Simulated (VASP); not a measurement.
# In3Ga4Sn9 in VASP: a series of runs

In3Ga4Sn9 is run at these levels: PBE; tasks: single point.

All numbers are computed with VASP 6.6.1; they aren't measurements. Logs are shortened: lines on timing, memory, paths and dates and some standing lists are left out, and cuts for length are marked.

## Step 1: The cell of the first run

The cell holds an amorphous packing of atoms, 16 atoms: a = 7.677 Å, b = 7.502 Å, c = 7.691 Å, α = 87.14°, β = 92.53°, γ = 84.28°.

## Step 2: Single point, PBE

INCAR reads:

```
PREC = Accurate
ENCUT = 520
EDIFF = 1E-7
ISMEAR = -1
SIGMA = 0.05
LREAL = Auto
LASPH = True
NELM = 100
ALGO = Normal
ISIF = 2
LWAVE = False
LCHARG = True
GGA = PE
LELF = True
LVHAR = True
NBANDS = 122
ISYM = 0
```

KPOINTS reads:

```
Automatic mesh
0
Gamma
  1 1 1
  0.25 0.25 0.25
```

POSCAR reads:

```
In3Ga4Sn9
1.0
    7.6657200000      0.3808630000     -0.1746800000
    0.3808630000      7.4897890000      0.1940520000
   -0.1746800000      0.1940520000      7.6861450000
Sn Ga In
9 4 3
Direct
    0.6061012229      0.1609097686      0.5546361536
    0.5641351498      0.9965523776      0.1550036001
    0.9797594753      0.5382454928      0.5353137068
    0.4027906418      0.7003922215      0.3665202722
    0.7220667773      0.3325545503      0.2379005014
    0.7310820291      0.8323835658      0.8062355984
    0.2209574795      0.8013157471      0.8959794447
    0.9739173930      0.7447979171      0.1602130021
    0.1194743306      0.1276655327      0.2040007083
    0.9757799301      0.5041840803      0.9051911341
    0.2292681031      0.2187432642      0.5592643626
    0.3031881203      0.4277517917      0.1502751783
    0.3180378844      0.1369948400      0.8920118909
    0.3877022612      0.4657970188      0.7403127300
    0.8661196273      0.1800673788      0.8670171252
    0.0457655302      0.9044963379      0.5161548474
```

Potentials or basis: VASP PAW PBE potentials, release 64 (Sn_d, Ga_d, In_d).

Launch:

```bash
> cat potpaw_PBE.64/Sn_d/POTCAR potpaw_PBE.64/Ga_d/POTCAR potpaw_PBE.64/In_d/POTCAR > POTCAR
> mpirun -np 1 vasp_std > vasp.out
```

OUTCAR:

```text
PREC = Accurate
   ENCUT = 520
   EDIFF = 1E-7
   ISMEAR = -1
   LREAL = Auto
   LASPH = True
   NELM = 100
   ISIF = 2
   GGA = PE
   ISYM = 0

 ion  position               nearest neighbor table
   1  0.606  0.161  0.555-  11 2.88   5 2.91  15 3.07   6 3.10  14 3.14   2 3.38  16 3.75
   2  0.564  0.997  0.155-  13 2.80   5 2.99   4 3.08   6 3.27   1 3.38   9 3.50   8 3.50  15 3.60
                             7 3.69
   3  0.980  0.538  0.535-  16 2.84  10 2.85  11 2.91   8 3.20  14 3.42   5 3.48   6 3.58  15 3.80

   4  0.403  0.700  0.367-  12 2.84   2 3.08  16 3.29  14 3.31   8 3.57   5 3.71
   5  0.722  0.333  0.238-   1 2.91   2 2.99  12 3.26   9 3.30  15 3.32   3 3.48   4 3.71
   6  0.731  0.832  0.806-  15 2.95  10 2.99   1 3.10   8 3.23   2 3.27  16 3.42   3 3.58
   7  0.221  0.801  0.896-  13 2.70   8 2.88  14 3.03  10 3.06  16 3.19  12 3.33   9 3.55   2 3.69
                            15 3.73
   8  0.974  0.745  0.160-  10 2.73   7 2.88  16 3.09   3 3.20   9 3.21   6 3.23  12 3.30   2 3.50
                             4 3.57  15 3.87
   9  0.119  0.128  0.204-  12 2.80  13 2.90  11 2.96  16 2.97  15 3.16   8 3.21   5 3.30   2 3.50
                             7 3.55
  10  0.976  0.504  0.905-  15 2.68   8 2.73   3 2.85   6 2.99   7 3.06  14 3.45
  11  0.229  0.219  0.559-  13 2.64  14 2.72   1 2.88  16 2.89   3 2.91   9 2.96
  12  0.303  0.428  0.150-   9 2.80   4 2.84  14 3.25   5 3.26   8 3.30   7 3.33
  13  0.318  0.137  0.892-  11 2.64   7 2.70  14 2.79   2 2.80   9 2.90  15 3.45
  14  0.388  0.466  0.740-  11 2.72  13 2.79   7 3.03   1 3.14  12 3.25   4 3.31   3 3.42  10 3.45

  15  0.866  0.180  0.867-  10 2.68   6 2.95   1 3.07   9 3.16   5 3.32  13 3.45   2 3.60  16 3.71
                             7 3.73   3 3.80   8 3.87
  16  0.046  0.904  0.516-   3 2.84  11 2.89   9 2.97   8 3.09   7 3.19   4 3.29   6 3.42  15 3.71
                             1 3.75

IMPORTANT INFORMATION: All symmetrisations will be switched off!
NOSYMM: (Re-)initialisation of all symmetry stuff for point group C_1.

----------------------------------------------------------------------------------------

                                     Primitive cell

  volume of cell :     439.6392

  direct lattice vectors                    reciprocal lattice vectors
     7.665720000  0.380863000 -0.174680000     0.130857188 -0.006735672  0.003143995
     0.380863000  7.489789000  0.194052000    -0.006735672  0.133949210 -0.003534893
    -0.174680000  0.194052000  7.686145000     0.003143995 -0.003534893  0.130264931

  length of vectors
     7.677163073  7.501976544  7.690578277     0.131068141  0.134165031  0.130350805

  position of ions in fractional coordinates (direct lattice)
     0.606101223  0.160909769  0.554636154
     0.564135150  0.996552378  0.155003600
     0.979759475  0.538245493  0.535313707
     0.402790642  0.700392222  0.366520272
     0.722066777  0.332554550  0.237900501
     0.731082029  0.832383566  0.806235598
[... 8 lines left out ...]
     0.866119627  0.180067379  0.867017125
     0.045765530  0.904496338  0.516154847

  ion indices of the primitive-cell ions
   primitive index   ion index
                 1           1
                 2           2
                 3           3
                 4           4
                 5           5
                 6           6
[... 8 lines left out ...]
                15          15
                16          16

----------------------------------------------------------------------------------------

 KPOINTS: Automatic mesh

Automatic generation of k-mesh.
 Grid dimensions read from file:
 generate k-points for:    1    1    1

 Generating k-lattice:

  Cartesian coordinates                     Fractional coordinates (reciprocal lattice)
     0.130857188 -0.006735672  0.003143995     1.000000000  0.000000000 -0.000000000
    -0.006735672  0.133949210 -0.003534893    -0.000000000  1.000000000  0.000000000
     0.003143995 -0.003534893  0.130264931     0.000000000  0.000000000  1.000000000

  Length of vectors
     0.131068141  0.134165031  0.130350805

  Shift w.r.t. Gamma in fractional coordinates (k-lattice)
     0.250000000  0.250000000  0.250000000

 Subroutine IBZKPT returns following result:
 ===========================================

 Found      1 irreducible k-points:

 Following reciprocal coordinates:
            Coordinates               Weight
  0.250000  0.250000  0.250000      2.000000
   k-points           NKPTS =      1   k-points in BZ     NKDIM =      1   number of bands    NBANDS=    122
   number of dos      NEDOS =    301   number of ions     NIONS =     16
   total plane-waves  NPLWV = 201600
   dimension x,y,z NGX =    60 NGY =   56 NGZ =   60
   dimension x,y,z NGXF=   120 NGYF=  112 NGZF=  120
   ions per type =               9   4   3
   NGX,Y,Z   is equivalent  to a cutoff of  12.99, 12.41, 12.97 a.u.
   NGXF,Y,Z  is equivalent  to a cutoff of  25.99, 24.82, 25.94 a.u.
 SYSTEM =  unknown system
   PREC   = accura    normal or accurate (medium, high low for compatibility)
   ISTART =      0    job   : 0-new  1-cont  2-samecut
   ICHARG =      2    charge: 1-file 2-atom 10-const
   ISPIN  =      1    spin polarized calculation?
   LNONCOLLINEAR =      F non collinear calculations
   LSORBIT =      F    spin-orbit coupling
   LASPH  =      T    aspherical Exc in radial PAW
   ENCUT  =  520.0 eV  38.22 Ry    6.18 a.u.  14.27 13.95 14.30*2*pi/ulx,y,z
   NELM   =    100;   NELMIN=  2; NELMDL= -5     # of ELM steps
   EDIFF  = 0.1E-06   stopping-criterion for ELM
   LREAL  =      T    real-space projection
   EDIFFG = 0.1E-05   stopping-criterion for IOM
   NSW    =      0    number of steps for IOM
   IBRION =     -1    ionic relax: 0-MD 1-quasi-New 2-CG
   NFREE  =      0    steps in history (QN), initial steepest desc. (CG)
   ISIF   =      2    stress and relaxation
   ISYM   =      0    0-nonsym 1-usesym 2-fastsym
   POTIM  = 0.5000    time-step for ionic-motion
   TEBEG  =    0.0;   TEEND  =   0.0 temperature during run
   PSTRESS=    0.0 pullay stress
   NELECT =     217.0000    total number of electrons
   NUPDOWN=      -1.0000    fix difference up-down
   EMIN   =  10.00;   EMAX   =-10.00  energy-range for DOS
   EFERMI =   0.00;   METHOD = LEGACY
   ISMEAR =    -1;   SIGMA  =   0.05  broadening in eV -4-tet -1-fermi 0-gaus
   EFERMI_NEDOS =   21; number of points for ismear=-14 and -15
   IALGO  =     38    algorithm
   IMIX   =      4    mixing-type and parameters
     AMIX     =   0.40;   BMIX     =  1.00
     AMIX_MAG =   1.60;   BMIX_MAG =  1.00
  volume/ion in A,a.u.               =      27.48       185.43
  Fermi-wavevector in a.u.,A,eV,Ry     =   1.293786  2.444902 22.774567  1.673883
  Thomas-Fermi vector in A             =   2.425410
   LORBIT       =      0    0 simple, 1 ext, 2 COOP (PROOUT), +10 PAW based schemes
   GGA     = PE    functional components
   LHFCALC =     F    Hartree Fock is set to
   AEXX    =    0.0000 exact exchange contribution
   IVDW    =     0    specifies the selected vdW correction
   LEPSILON=     F    determine dielectric tensor
   LRPA    =     F    only Hartree local field effects (RPA)
 non-spin polarized calculation
  energy-cutoff  :      520.00
  volume of cell :      439.64
 maximum number of plane-waves:     11851
 NGX is ok and might be reduce to    60
   NGX = 29   NGY = 27   NGZ = 29

 number of electron     216.9999983 magnetization

 Free energy of the ion-electron system (eV)
  ---------------------------------------------------
  ext. energy  EPLUGINS =         0.00000000
  ---------------------------------------------------
  free energy    TOTEN  =       -51.55324546 eV

  energy without entropy =      -51.44821007  energy(sigma->0) =      -51.50072777

 E-fermi :   6.0321     XC(G=0):  -9.8577

 val. band max:        6.0055701146   @ k =   0.2500   0.2500   0.2500
 cond. band min:       6.4893147335   @ k =   0.2500   0.2500   0.2500
 fundamental gap:      0.4837446189
 Fermi energy:         6.0320513393

 k-point     1 :       0.2500    0.2500    0.2500
  band No.  band energies     occupation
      1     -15.3179      2.00000
      2     -15.3042      2.00000
      3     -15.2967      2.00000
      4     -15.2562      2.00000
      5     -15.2491      2.00000
      6     -15.2423      2.00000
[... 112 lines left out ...]
    119       8.7215      0.00000
    120       8.8914      0.00000
 [bands above 120 left out]

------------------------ aborting loop because EDIFF is reached ----------------------------------------

  FORCE on cell =-STRESS in cart. coord.  units (eV):
  Direction    XX          YY          ZZ          XY          YZ          ZX
  --------------------------------------------------------------------------------------
  -------------------------------------------------------------------------------------
  Total        0.6252773     17.3104908      1.3114364      2.2146433      0.6137640     -4.9356617
  in kB        2.2786986     63.0846308      4.7792682      8.0708258      2.2367404    -17.9870346
  external PRESSURE =      23.3808658 kB  Pullay stress =       0.0000000 kB

 VOLUME and BASIS-vectors are now :
 -----------------------------------------------------------------------------
  energy-cutoff  :      520.00
  volume of cell :      439.64
      direct lattice vectors                 reciprocal lattice vectors
     7.665720000  0.380863000 -0.174680000     0.130857188 -0.006735672  0.003143995
     0.380863000  7.489789000  0.194052000    -0.006735672  0.133949210 -0.003534893
    -0.174680000  0.194052000  7.686145000     0.003143995 -0.003534893  0.130264931

 POSITION                                       TOTAL-FORCE (eV/Angst)
 -----------------------------------------------------------------------------------
      4.61060      1.54365      4.18836         0.252197     -0.582916      0.349793
      4.67698      7.70890      1.28622        -0.220760     -0.601210     -0.389745
      7.62205      4.50838      4.04780        -0.072459     -0.850490      0.270823
      3.29041      5.47032      2.88268        -0.165769     -0.321094     -0.321824
      5.62026      2.81194      1.76694         0.157400      0.661250     -0.001179
      5.78046      6.66927      6.23066        -0.350960     -0.109434     -0.262614
[... 8 lines left out ...]
      6.55656      1.84679      6.54767         0.226987      0.083873      0.068092
      0.60515      6.89208      4.13477         0.036807      0.701445      0.199706
 -----------------------------------------------------------------------------------
    total drift:                               -0.048686     -0.000878      0.014255

  FREE ENERGIE OF THE ION-ELECTRON SYSTEM (eV)
  ---------------------------------------------------
  free  energy   TOTEN  =       -51.5532454644 eV

  energy  without entropy=      -51.4482100686  energy(sigma->0) =      -51.50072777
```

Wall time 1.9 min (1 thread of Intel Xeon Platinum 8259CL at 2.50GHz (Skylake/Cascade Lake), shared host); peak memory 0.46 GiB.

Results:

```
Free energy   : -51.5532 eV
Pressure      : 2.3 GPa
Largest force : 0.958 eV/Å
```

Forces on the atoms (eV/Å):
```
Sn   0.252 -0.583  0.350
Sn  -0.221 -0.601 -0.390
Sn  -0.072 -0.850  0.271
Sn  -0.166 -0.321 -0.322
Sn   0.157  0.661 -0.001
Sn  -0.351 -0.109 -0.263
Sn   0.388 -0.426 -0.032
Sn  -0.045  0.160  0.417
Sn  -0.215 -0.168  0.066
Ga   0.282  0.143 -0.312
Ga  -0.643 -0.095 -0.575
Ga   0.211  0.453 -0.102
Ga   0.159  0.016  0.415
In   0.000  0.935  0.210
In   0.227  0.084  0.068
In   0.037  0.701  0.200
```

Caveat: the k points lie up to 0.84 Å⁻¹ apart; spin-orbit coupling is left out, which moves the levels of the heavy elements.

## Step 3: Single point, PBE

INCAR reads:

```
SYSTEM = In3Ga4Sn9
  PREC = Accurate
  ENCUT = 520
  EDIFF = 1E-6
  ISMEAR = -1
  SIGMA = 0.05
  LREAL = Auto
  LASPH = .TRUE.
  NELM = 60
  ALGO = Normal
  ISIF = 2
  LWAVE = .FALSE.
  LCHARG = .FALSE.
  GGA = PE
  ISYM = 0
  NBANDS = 122
```

KPOINTS is that of step 2.

POSCAR reads:

```
In3Ga4Sn9
1.0
    7.6657200000      0.3808630000     -0.1746800000
    0.3808630000      7.4897890000      0.1940520000
   -0.1746800000      0.1940520000      7.6861450000
Sn Ga In
9 4 3
Direct
    0.6069220545      0.1236220048      0.5625405255
    0.5470044261      0.9928278796      0.1459192479
    0.9917474072      0.5270675246      0.5466707862
    0.4182799828      0.7064382490      0.3595283972
    0.7236361916      0.3412161432      0.2433823581
    0.7196547829      0.8244501826      0.8145044220
    0.2344914683      0.8049677443      0.8940197419
    0.9668583853      0.7703139924      0.1664458388
    0.1301933558      0.1266577105      0.2129668375
    0.9882176604      0.5072345851      0.9027809097
    0.2207431909      0.2387927728      0.5506802442
    0.3014530699      0.4454198566      0.1393334641
    0.3137530813      0.1584786278      0.9065486396
    0.3898665885      0.4731597103      0.7400225090
    0.8560315234      0.1908657652      0.8528948781
    0.0466740231      0.9089754082      0.5263000532
```

Potentials or basis: VASP PAW PBE potentials, release 64 (Sn_d, Ga_d, In_d).

Launch:

```bash
> cat potpaw_PBE.64/Sn_d/POTCAR potpaw_PBE.64/Ga_d/POTCAR potpaw_PBE.64/In_d/POTCAR > POTCAR
> mpirun -np 1 vasp_std > vasp.out
```

It took 1.7 min on 1 thread of Intel Xeon Platinum 8259CL at 2.50GHz (Skylake/Cascade Lake), shared host; peak memory 0.46 GiB.

Results (log left out):

```yaml
Free_energy: -51.7570 eV
Pressure: 2.1 GPa
Largest_force: 0.821 eV/Å
```

Forces on the atoms (eV/Å):
```
Sn  -0.120 -0.016 -0.290
Sn   0.422 -0.130 -0.258
Sn  -0.524  0.199 -0.266
Sn  -0.366 -0.691  0.070
Sn   0.180  0.031  0.154
Sn  -0.087 -0.321  0.106
Sn   0.039 -0.076  0.269
Sn   0.281 -0.261 -0.275
Sn  -0.568  0.139  0.011
Ga   0.116  0.394  0.519
Ga   0.252 -0.715 -0.297
Ga  -0.049  0.383  0.108
Ga  -0.206 -0.098 -0.314
In   0.359  0.707 -0.216
In   0.259  0.141  0.439
In   0.010  0.315  0.240
```

Stress tensor (GPa, compression positive):
```
 0.13 -0.34 -1.71
-0.34  5.83  0.00
-1.71  0.00  0.45
```

Levels at points of the mesh, in eV from the Fermi level:
```
           k point  band 105  band 106  band 107  band 108  band 109  band 110  band 111  band 112  band 113  band 114
(0.25, 0.25, 0.25)     -0.77     -0.51     -0.34     -0.13     -0.01      0.55      0.87      0.99      1.32      1.66
```

Caveat: the k points lie up to 0.84 Å⁻¹ apart; spin-orbit coupling is left out, which moves the levels of the heavy elements.

## Step 4: Single point, PBE

INCAR reads:

```
ALGO = Normal
EDIFF = 1E-7
ENCUT = 520
GGA = PE
ISIF = 2
ISMEAR = -1
ISYM = 0
LASPH = True
LCHARG = False
LREAL = Auto
LWAVE = False
NBANDS = 122
NELM = 80
PREC = Accurate
SIGMA = 0.05
```

KPOINTS is that of step 3.

POSCAR reads:

```
In3Ga4Sn9
1.0
    7.6657200000      0.3808630000     -0.1746800000
    0.3808630000      7.4897890000      0.1940520000
   -0.1746800000      0.1940520000      7.6861450000
Sn Ga In
9 4 3
Direct
    0.5910201560      0.1132391921      0.5625638222
    0.5616278697      0.9875680913      0.1220296511
    1.0050850621      0.5118961652      0.5558047349
    0.4313805399      0.6872855047      0.3650964724
    0.7552755365      0.3274380046      0.2491287285
    0.7260022280      0.8084591678      0.8118959440
    0.2378683036      0.8241180976      0.8858764791
    0.9733958948      0.7867237731      0.1549195954
    0.1163309165      0.1360688603      0.2259951185
    1.0062675082      0.5006231002      0.9272542861
    0.2254676023      0.2007715573      0.5646895236
    0.2964232734      0.4435525319      0.1518637707
    0.2829263068      0.1839426695      0.9052885581
    0.4104908513      0.4734072285      0.7154524046
    0.8460782726      0.1872753677      0.8464643580
    0.0282956144      0.9204928791      0.5244099862
```

Launch:

```bash
> cat potpaw_PBE.64/Sn_d/POTCAR potpaw_PBE.64/Ga_d/POTCAR potpaw_PBE.64/In_d/POTCAR > POTCAR
> mpirun -np 1 vasp_std > vasp.out
```

Run time: 2.1 min. Hardware: 1 thread of Intel Xeon Platinum 8259CL at 2.50GHz (Skylake/Cascade Lake), shared host; peak memory 0.45 GiB.

The run converged. Its results:

```yaml
Free_energy: -51.8139 eV
Pressure: 2.0 GPa
Largest_force: 0.817 eV/Å
```

Forces in eV/Å, atoms in the order of the input:
```
Sn   0.394 -0.248 -0.360
Sn  -0.392  0.076 -0.093
Sn  -0.217  0.312  0.048
Sn  -0.185 -0.070 -0.366
Sn  -0.239  0.247  0.324
Sn  -0.039 -0.318 -0.140
Sn   0.491 -0.494  0.096
Sn   0.081 -0.219  0.150
Sn   0.066 -0.074 -0.211
Ga  -0.163 -0.039 -0.192
Ga   0.029  0.115 -0.274
Ga   0.278  0.285 -0.124
Ga   0.058  0.080  0.443
In  -0.088  0.530  0.110
In   0.255  0.519  0.335
In  -0.331 -0.702  0.255
```

Stress tensor (GPa, compression positive):
```
 0.59 -0.60 -1.42
-0.60  4.63  0.28
-1.42  0.28  0.68
```

Levels at points of the mesh, in eV from the Fermi level:
```
           k point  band 107  band 108  band 109  band 110  band 111  band 112
(0.25, 0.25, 0.25)     -0.35     -0.11     -0.02      0.54      0.74      0.97
```

Caveat: the k points lie up to 0.84 Å⁻¹ apart; spin-orbit coupling is left out, which moves the levels of the heavy elements.

## Step 5: Single point, PBE

This run uses another cell than the first one, of 25.43 Å³/atom, 0.926 times its volume.

INCAR reads:

```
ALGO = Normal
EDIFF = 1E-6
ENCUT = 520
GGA = PE
ISIF = 2
ISMEAR = 0
ISYM = 0
LASPH = T
LCHARG = F
LREAL = Auto
LWAVE = F
NBANDS = 122
NELM = 60
PREC = Accurate
SIGMA = 0.1
```

KPOINTS reads:

```
Automatic mesh
0
Gamma
  2 2 2
  0.5 0.5 0.5
```

POSCAR reads:

```
In3Ga4Sn9
1.0
    6.3042802695      0.6778816032     -0.6623918376
    0.5557651388      8.0827786180     -0.0626720765
   -0.6035358776     -0.0472529903      8.1085020819
Sn Ga In
9 4 3
Direct
    0.6680470033      0.1286048888      0.4664406228
    0.5280808761      1.0517225602      0.0724990261
   -0.0425758866      0.4374314030      0.5468203270
    0.4885244529      0.7378944818      0.3575910605
    0.7126871973      0.4056081280      0.1648180261
    0.6361758456      0.8466243398      0.7370031807
    0.2664531158      0.7499176238      0.9434427855
    0.9323112176      0.7617583878      0.1916932663
    0.1384045496      0.0942751026      0.2827161903
   -0.1229553764      0.5323654456      0.8878224464
    0.2747416641      0.1277472112      0.6539995449
    0.2446686600      0.4380254585      0.2535938004
    0.2919882795      0.3705691359      0.9125446239
    0.4754458594      0.4652196240      0.6403517541
    0.9318282571      0.1328258055      0.8837846726
    0.0701101257      0.8122726412      0.5736123478
```

Launch:

```bash
> cat potpaw_PBE.64/Sn_d/POTCAR potpaw_PBE.64/Ga_d/POTCAR potpaw_PBE.64/In_d/POTCAR > POTCAR
> mpirun -np 1 vasp_std > vasp.out
```

Run time: 5.8 min. Hardware: 1 thread of Intel Xeon 6975P-C, shared host; peak memory 0.48 GiB.

Results (log left out):

| Property | Result |
| --- | --- |
| Free energy | -54.7905 eV |
| Pressure | 0.0 GPa |
| Largest force | 0.041 eV/Å |

Forces in eV/Å, atoms in the order of the input:
```
Sn  -0.010 -0.006  0.003
Sn  -0.008 -0.010 -0.003
Sn  -0.011  0.027 -0.010
Sn   0.002 -0.006  0.019
Sn   0.019  0.013 -0.012
Sn   0.030 -0.022  0.018
Sn   0.007  0.016 -0.007
Sn  -0.017  0.021 -0.009
Sn  -0.017 -0.004  0.002
Ga  -0.004 -0.012 -0.009
Ga  -0.009 -0.005  0.021
Ga   0.001 -0.007  0.004
Ga  -0.015 -0.008  0.017
In   0.024  0.000 -0.028
In   0.003 -0.003 -0.002
In   0.003  0.007 -0.006
```

Levels at points of the mesh, in eV from the Fermi level:
```tsv
k point	band 107	band 108	band 109	band 110	band 111	band 112
(0.25, 0.25, 0.25)	-0.93	-0.65	-0.56	0.18	0.43	0.95
```

Caveat: the k points lie up to 0.51 Å⁻¹ apart; spin-orbit coupling is left out, which moves the levels of the heavy elements.
